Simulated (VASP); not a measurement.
# Ir (Fm-3m) in VASP: a series of runs

Ir is run at these levels: LDA; tasks: single point.

Program: VASP 6.6.1. These are calculated values, not measurements. Logs are shortened: lines on timing, memory, paths and dates and some standing lists are left out, and cuts for length are marked.

## (1) The cell of the first run

The structure is cubic, space group Fm-3m (No. 225). Conventional cell: a = 3.811 Å, b = 3.811 Å, c = 3.811 Å, α = 90.00°, β = 90.00°, γ = 90.00°. Within 3.6 Å of Ir (site symmetry m-3m) lie 12 Ir at 2.69 Å.

## (2) Single point, LDA

INCAR reads:

```
SYSTEM = Ir
PREC = Accurate
ENCUT = 520
EDIFF = 1E-7
ISMEAR = 0
SIGMA = 0.1
LREAL = .False.
LASPH = .True.
NELM = 100
ALGO = Normal
ISIF = 2
LWAVE = .False.
LCHARG = .True.
GGA = CA
LELF = .True.
LVHAR = .True.
NBANDS = 10
```

KPOINTS reads:

```
Automatic mesh
0
Gamma
  18 18 18
  0 0 0
```

POSCAR reads:

```
Ir
1.0
    0.0000000000      1.9054060557      1.9054060557
    1.9054060557      0.0000000000      1.9054060557
    1.9054060557      1.9054060557      0.0000000000
Ir
1
Direct
    0.0000000000      0.0000000000      0.0000000000
```

Potentials or basis: VASP PAW LDA potentials, release 64 (Ir).

Command:

```sh
$ cat potpaw_LDA.64/Ir/POTCAR > POTCAR
$ mpirun -np 1 vasp_std > vasp.out
```

OUTCAR:

```text
SYSTEM = Ir
   PREC = Accurate
   ENCUT = 520
   EDIFF = 1E-7
   ISMEAR = 0
   LREAL = .False.
   LASPH = .True.
   NELM = 100
   ISIF = 2
   GGA = CA

 ion  position               nearest neighbor table
   1  0.000  0.000  0.000-

  LATTYP: Found a face centered cubic cell.
 ALAT       =     3.8108121114

  Lattice vectors:

 A1 = (   0.0000000000,   1.9054060557,   1.9054060557)
 A2 = (   1.9054060557,   0.0000000000,   1.9054060557)
 A3 = (   1.9054060557,   1.9054060557,   0.0000000000)

Analysis of symmetry for initial positions (statically):
=====================================================================
 Subroutine PRICEL returns:
 Original cell was already a primitive cell.

 Routine SETGRP: Setting up the symmetry group for a
 face centered cubic supercell.

 Subroutine GETGRP returns: Found 48 space group operations
 (whereof 48 operations were pure point group operations)
 out of a pool of 48 trial point group operations.

The static configuration has the point symmetry O_h .

Analysis of symmetry for dynamics (positions and initial velocities):
=====================================================================
 Subroutine PRICEL returns:
 Original cell was already a primitive cell.

 Routine SETGRP: Setting up the symmetry group for a
 face centered cubic supercell.

 Subroutine GETGRP returns: Found 48 space group operations
 (whereof 48 operations were pure point group operations)
 out of a pool of 48 trial point group operations.

The dynamic configuration has the point symmetry O_h .

 Subroutine INISYM returns: Found 48 space group operations
 (whereof 48 operations are pure point group operations),
 and found     1 'primitive' translations

----------------------------------------------------------------------------------------

                                     Primitive cell

  volume of cell :      13.8354

  direct lattice vectors                    reciprocal lattice vectors
     0.000000000  1.905406056  1.905406056    -0.262411258  0.262411258  0.262411258
     1.905406056  0.000000000  1.905406056     0.262411258 -0.262411258  0.262411258
     1.905406056  1.905406056  0.000000000     0.262411258  0.262411258 -0.262411258

  length of vectors
     2.694651086  2.694651086  2.694651086     0.454509631  0.454509631  0.454509631

  position of ions in fractional coordinates (direct lattice)
     0.000000000  0.000000000  0.000000000

  ion indices of the primitive-cell ions
   primitive index   ion index
                 1           1

----------------------------------------------------------------------------------------

 KPOINTS: Automatic mesh

Automatic generation of k-mesh.
 Grid dimensions read from file:
 generate k-points for:   18   18   18

 Generating k-lattice:

  Cartesian coordinates                     Fractional coordinates (reciprocal lattice)
    -0.014578403  0.014578403  0.014578403     0.055555556  0.000000000  0.000000000
     0.014578403 -0.014578403  0.014578403     0.000000000  0.055555556  0.000000000
     0.014578403  0.014578403 -0.014578403     0.000000000  0.000000000  0.055555556

  Length of vectors
     0.025250535  0.025250535  0.025250535

  Shift w.r.t. Gamma in fractional coordinates (k-lattice)
     0.000000000  0.000000000  0.000000000

 Subroutine IBZKPT returns following result:
 ===========================================

 Found    195 irreducible k-points:

 Following reciprocal coordinates:
            Coordinates               Weight
  0.000000  0.000000  0.000000      1.000000
  0.055556  0.000000  0.000000      8.000000
  0.111111  0.000000  0.000000      8.000000
  0.166667  0.000000  0.000000      8.000000
  0.222222  0.000000  0.000000      8.000000
  0.277778  0.000000  0.000000      8.000000
[... 16 lines left out ...]
 -0.277778  0.055556  0.000000     24.000000
 -0.222222  0.055556  0.000000     24.000000
 [... further k-points ...]
   k-points           NKPTS =    195   k-points in BZ     NKDIM =    195   number of bands    NBANDS=     10
   number of dos      NEDOS =    301   number of ions     NIONS =      1
   total plane-waves  NPLWV =   8000
   dimension x,y,z NGX =    20 NGY =   20 NGZ =   20
   dimension x,y,z NGXF=    40 NGYF=   40 NGZF=   40
   ions per type =               1
   NGX,Y,Z   is equivalent  to a cutoff of  12.34, 12.34, 12.34 a.u.
   NGXF,Y,Z  is equivalent  to a cutoff of  24.68, 24.68, 24.68 a.u.
 SYSTEM =  Ir
   PREC   = accura    normal or accurate (medium, high low for compatibility)
   ISTART =      0    job   : 0-new  1-cont  2-samecut
   ICHARG =      2    charge: 1-file 2-atom 10-const
   ISPIN  =      1    spin polarized calculation?
   LNONCOLLINEAR =      F non collinear calculations
   LSORBIT =      F    spin-orbit coupling
   LASPH  =      T    aspherical Exc in radial PAW
   ENCUT  =  520.0 eV  38.22 Ry    6.18 a.u.   5.01  5.01  5.01*2*pi/ulx,y,z
   NELM   =    100;   NELMIN=  2; NELMDL= -5     # of ELM steps
   EDIFF  = 0.1E-06   stopping-criterion for ELM
   LREAL  =      F    real-space projection
   EDIFFG = 0.1E-05   stopping-criterion for IOM
   NSW    =      0    number of steps for IOM
   IBRION =     -1    ionic relax: 0-MD 1-quasi-New 2-CG
   NFREE  =      0    steps in history (QN), initial steepest desc. (CG)
   ISIF   =      2    stress and relaxation
   ISYM   =      2    0-nonsym 1-usesym 2-fastsym
   POTIM  = 0.5000    time-step for ionic-motion
   TEBEG  =    0.0;   TEEND  =   0.0 temperature during run
   PSTRESS=    0.0 pullay stress
   NELECT =       9.0000    total number of electrons
   NUPDOWN=      -1.0000    fix difference up-down
   EMIN   =  10.00;   EMAX   =-10.00  energy-range for DOS
   EFERMI =   0.00;   METHOD = LEGACY
   ISMEAR =     0;   SIGMA  =   0.10  broadening in eV -4-tet -1-fermi 0-gaus
   EFERMI_NEDOS =   21; number of points for ismear=-14 and -15
   IALGO  =     38    algorithm
   IMIX   =      4    mixing-type and parameters
     AMIX     =   0.40;   BMIX     =  1.00
     AMIX_MAG =   1.60;   BMIX_MAG =  1.00
  volume/ion in A,a.u.               =      13.84        93.37
  Fermi-wavevector in a.u.,A,eV,Ry     =   1.418485  2.680548 27.376284  2.012100
  Thomas-Fermi vector in A             =   2.539606
   LORBIT       =      0    0 simple, 1 ext, 2 COOP (PROOUT), +10 PAW based schemes
   GGA     = CA    functional components
   LHFCALC =     F    Hartree Fock is set to
   AEXX    =    0.0000 exact exchange contribution
   IVDW    =     0    specifies the selected vdW correction
   LEPSILON=     F    determine dielectric tensor
   LRPA    =     F    only Hartree local field effects (RPA)
 non-spin polarized calculation
 Gauss-broadening in eV      SIGMA  =   0.10
  energy-cutoff  :      520.00
  volume of cell :       13.84
 maximum number of plane-waves:       388
   NGX =  9   NGY =  9   NGZ =  9

 number of electron       9.0000001 magnetization

 Free energy of the ion-electron system (eV)
  ---------------------------------------------------
  ext. energy  EPLUGINS =         0.00000000
  ---------------------------------------------------
  free energy    TOTEN  =       -10.32849295 eV

  energy without entropy =      -10.32360401  energy(sigma->0) =      -10.32604848

 E-fermi :  10.7419     XC(G=0): -14.2685

 val. band max:       10.7344231788   @ k =   0.5000   0.2222   0.1111
 cond. band min:      10.7554518768   @ k =   0.3333   0.1111   0.0556
 fundamental gap:      0.0210286980
 Fermi energy:        10.7419115550

 k-point     1 :       0.0000    0.0000    0.0000
  band No.  band energies     occupation
      1      -0.6395      2.00000
      2       6.6551      2.00000
      3       6.6551      2.00000
      4       6.6551      2.00000
      5       9.4795      2.00000
      6       9.4795      2.00000
      7      25.0036      0.00000
      8      30.6767      0.00000
      9      30.6767      0.00000
     10      30.6767      0.00000

 k-point     2 :       0.0556    0.0000    0.0000
  band No.  band energies     occupation
      1      -0.4983      2.00000
      2       6.5786      2.00000
      3       6.7173      2.00000
      4       6.7173      2.00000
      5       9.4382      2.00000
      6       9.4382      2.00000
      7      25.2515      0.00000
      8      29.9365      0.00000
      9      30.9122      0.00000
     10      30.9122      0.00000

 k-point     3 :       0.1111    0.0000    0.0000
  band No.  band energies     occupation
      1      -0.0899      2.00000
      2       6.3833      2.00000
      3       6.8804      2.00000
      4       6.8804      2.00000
      5       9.3475      2.00000
      6       9.3475      2.00000
      7      25.9323      0.00000
      8      28.4862      0.00000
      9      31.5973      0.00000
     10      31.5973      0.00000

 k-point     4 :       0.1667    0.0000    0.0000
  band No.  band energies     occupation
      1       0.5335      2.00000
      2       6.1650      2.00000
      3       7.0646      2.00000
      4       7.0646      2.00000
      5       9.3104      2.00000
      6       9.3104      2.00000
      7      26.6296      0.00000
      8      27.1690      0.00000
      9      32.6695      0.00000
     10      32.6695      0.00000
[... 222 lines left out ...]
 k-point    22 :      -0.3333    0.0556    0.0000
  band No.  band energies     occupation
      1       2.4321      2.00000
      2       6.7619      2.00000
      3       6.9074      2.00000
      4       7.2510      2.00000
      5      10.3134      2.00000
      6      11.2594      0.00000
      7      21.6427      0.00000
      8      26.1158      0.00000
      9      31.6795      0.00000
     10      33.7571      0.00000

 k-point    23 :      -0.2778    0.0556    0.0000
  band No.  band energies     occupation
      1       2.1706      2.00000
      2       6.3637      2.00000
      3       6.9863      2.00000
      4       7.0945      2.00000
      5       9.6647      2.00000
      6      10.6236      1.90570
      7      23.4036      0.00000
      8      27.1849      0.00000
      9      32.7760      0.00000
     10      34.7008      0.00000

 k-point    24 :      -0.2222    0.0556    0.0000
  band No.  band energies     occupation
      1       1.6120      2.00000
      2       5.9853      2.00000
      3       7.1361      2.00000
      4       7.2284      2.00000
      5       9.1645      2.00000
      6      10.0627      2.00000
      7      24.9804      0.00000
      8      27.8266      0.00000
      9      33.0082      0.00000
     10      34.2407      0.00000

 [... further k-points ...]
[... 5 lines left out ...]
  --------------------------------------------------------------------------------------
  -------------------------------------------------------------------------------------
  Total        0.2292862      0.2292862      0.2292862      0.0000000      0.0000000      0.0000000
  in kB       26.5519156     26.5519156     26.5519156      0.0000000      0.0000000      0.0000000
  external PRESSURE =      26.5519156 kB  Pullay stress =       0.0000000 kB

 VOLUME and BASIS-vectors are now :
 -----------------------------------------------------------------------------
  energy-cutoff  :      520.00
  volume of cell :       13.84
      direct lattice vectors                 reciprocal lattice vectors
     0.000000000  1.905406056  1.905406056    -0.262411258  0.262411258  0.262411258
     1.905406056  0.000000000  1.905406056     0.262411258 -0.262411258  0.262411258
     1.905406056  1.905406056  0.000000000     0.262411258  0.262411258 -0.262411258

 POSITION                                       TOTAL-FORCE (eV/Angst)
 -----------------------------------------------------------------------------------
      0.00000      0.00000      0.00000        -0.000000      0.000000     -0.000000
 -----------------------------------------------------------------------------------
    total drift:                                0.000000     -0.000000     -0.000000

  FREE ENERGIE OF THE ION-ELECTRON SYSTEM (eV)
  ---------------------------------------------------
  free  energy   TOTEN  =       -10.3284929537 eV

  energy  without entropy=      -10.3236040145  energy(sigma->0) =      -10.32604848
```

Wall time 32 s (1 thread of Intel Xeon 8259CL, shared host); peak memory 0.14 GiB.

Results:

| Property | Result |
| --- | --- |
| Free energy | -10.3285 eV |
| Pressure | 2.7 GPa |

Caveat: spin-orbit coupling is left out, which moves the levels of the heavy elements.

## (3) Single point, LDA

INCAR reads:

```
SYSTEM = Ir
ALGO = Normal ; EDIFF = 1E-6
ENCUT = 520 ; GGA = CA
ISIF = 2 ; ISMEAR = 0
LASPH = .TRUE. ; LCHARG = .FALSE.
LREAL = .FALSE. ; LWAVE = .FALSE.
NBANDS = 10 ; NELM = 80
PREC = Accurate ; SIGMA = 0.15
```

KPOINTS reads:

```
k-points
0
G
  20 20 20
  0 0 0
```

POSCAR is that of step 2.

Potentials or basis: VASP PAW LDA potentials, release 64 (Ir).

Command:

```sh
$ cat potpaw_LDA.64/Ir/POTCAR > POTCAR
$ mpirun -np 1 vasp_std > vasp.out
```

Run time: 41 s. Hardware: 1 thread of Intel Xeon 8259CL, shared host; peak memory 0.15 GiB.

It converged, with:

| Property | Result |
| --- | --- |
| Free energy | -10.3327 eV |
| Pressure | 2.6 GPa |

Levels at points of the mesh, in eV from the Fermi level:
```tsv
k point	band 1	band 2	band 3	band 4	band 5	band 6	band 7	band 8	band 9
(0.00, 0.00, 0.00)	-11.30	-4.01	-4.01	-4.01	-1.18	-1.18	14.35	20.02	20.02
(0.50, 0.00, 0.00)	-8.31	-4.10	-4.10	-0.72	0.98	0.98	7.54	13.89	19.98
(0.50, 0.50, 0.00)	-8.13	-7.57	0.97	1.58	1.58	1.79	10.88	11.85	11.85
```

Caveat: spin-orbit coupling is left out, which moves the levels of the heavy elements.
